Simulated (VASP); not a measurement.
Write the native input for VASP 6.6.1 that does the following.

- Task: single point
- Functional: PBEsol
- Potentials or basis: VASP PAW PBE potentials, release 64 (Ge_d, H, N)
- Cutoff: 520 eV
- k mesh: 1 × 1 × 1
- Occupations: gaussian, width 0.03 eV
- Spin: no spin polarisation
- Dipole correction: no
- Further INCAR settings: LREAL = Auto; ALGO = Normal; EDIFF = 1e-07; NBANDS = 268

The structure of Ge32H19N lies in POSCAR:

```
Ge32H19N
1.0
    8.0016200000      8.0016200000      0.0000000000
   -8.0016200000      8.0016200000      0.0000000000
    0.0000000000      0.0000000000     20.9129000000
Ge H N
32 19 1
Direct
   -0.3129650000      0.3132848000      0.3426049500
   -0.1878861500     -0.3178325000      0.3428340500
    0.0531949600     -0.0523347800      0.3615409300
    0.3185085200      0.1883721900      0.3427064100
   -0.0310140500     -0.4674388000      0.3827256300
    0.2121226500     -0.2122890500      0.3583378000
    0.4677450100      0.0313006600      0.3825829100
    0.5338138800     -0.5331845700      0.3829867500
   -0.1207933600      0.3859544000      0.3038977200
   -0.1189427500     -0.1268559200      0.3010686200
    0.1277068700      0.1192697700      0.3007580400
    0.3867357900      0.3811359900      0.3033083500
    0.1134717000     -0.3773298600      0.3028527200
    0.3775484700     -0.1136923100      0.3029401500
    0.6141532200      0.1212330600      0.3037388300
    0.6195813300     -0.3864634200      0.3031495800
   -0.0010438000      0.2510284300      0.2350227200
    0.0015817600     -0.2524346800      0.2284923300
    0.2527863800     -0.0019487600      0.2284148000
    0.5001530000      0.2492693100      0.2289066100
    0.2487460100     -0.4991911700      0.2357398000
    0.4993678600     -0.2488200200      0.2357431500
    0.7489782000      0.0011651300      0.2350345800
    0.7508883400     -0.5003695300      0.2289406300
   -0.1250000000      0.1250000000      0.1644630000
   -0.1250000000     -0.3750000000      0.1644630000
    0.1250000000     -0.1250000000      0.1644630000
    0.3750000000      0.1250000000      0.1644630000
    0.1250000000     -0.6250000000      0.1644630000
    0.3750000000     -0.3750000000      0.1644630000
    0.6250000000     -0.1250000000      0.1644630000
    0.6250000000     -0.6250000000      0.1644630000
   -0.0489780000      0.0489780000      0.1195430000
   -0.2010220000      0.2010220000      0.1195430000
   -0.0489780000     -0.4510220000      0.1195430000
   -0.2010220000     -0.2989780000      0.1195430000
    0.2010220000     -0.2010220000      0.1195430000
    0.0489780000     -0.0489780000      0.1195430000
    0.4510220000      0.0489780000      0.1195430000
    0.2989780000      0.2010220000      0.1195430000
    0.2010220000     -0.7010220000      0.1195430000
    0.0489780000     -0.5489780000      0.1195430000
    0.4510220000     -0.4510220000      0.1195430000
    0.2989780000     -0.2989780000      0.1195430000
    0.7010220000     -0.2010220000      0.1195430000
    0.5489780000     -0.0489780000      0.1195430000
    0.7010220000     -0.7010220000      0.1195430000
    0.5489780000     -0.5489780000      0.1195430000
    0.0152315500     -0.0142406600      0.4300398900
    0.3292785700     -0.2244322600      0.4575317000
    0.2359531800     -0.3376345000      0.4538110700
    0.2471580800     -0.2504228100      0.4432330200
```

One way to write it, as run:

INCAR

```
PREC     = Accurate       # precision mode
ENCUT    = 520            # plane-wave cutoff, eV
EDIFF    = 1E-7           # SCF threshold, eV
ISMEAR   = 0              # smearing method
SIGMA    = 0.03           # smearing width, eV
LREAL    = Auto         
LASPH    = True           # aspherical terms in the spheres
NELM     = 100            # most SCF steps
ALGO     = Normal         # electronic algorithm
ISIF     = 2              # what is computed and relaxed
LWAVE    = False          # write WAVECAR
LCHARG   = False          # write CHGCAR
GGA      = PS             # functional
NBANDS   = 268            # bands
```

KPOINTS

```
regular mesh
0
Gamma
  1 1 1
```

Potentials or basis: VASP PAW PBE potentials, release 64 (Ge_d, H, N).

Launch:

```sh
$ cat potpaw_PBE.64/Ge_d/POTCAR potpaw_PBE.64/H/POTCAR potpaw_PBE.64/N/POTCAR > POTCAR
$ mpirun -np 1 vasp_gam > vasp.out
```

It gave:

```yaml
Largest_force: 0.773 eV/Å
```

Caveat: the k points lie up to 0.56 Å⁻¹ apart; there is no dipole correction, which matters where the two faces differ; the PAW data sets were made with another functional, which shifts forces and pressure a little.

It took 25 min on 1 thread of Intel(R) Xeon(R) Platinum 8488C (Sapphire Rapids) (shared host), peak memory 1.9 GiB.
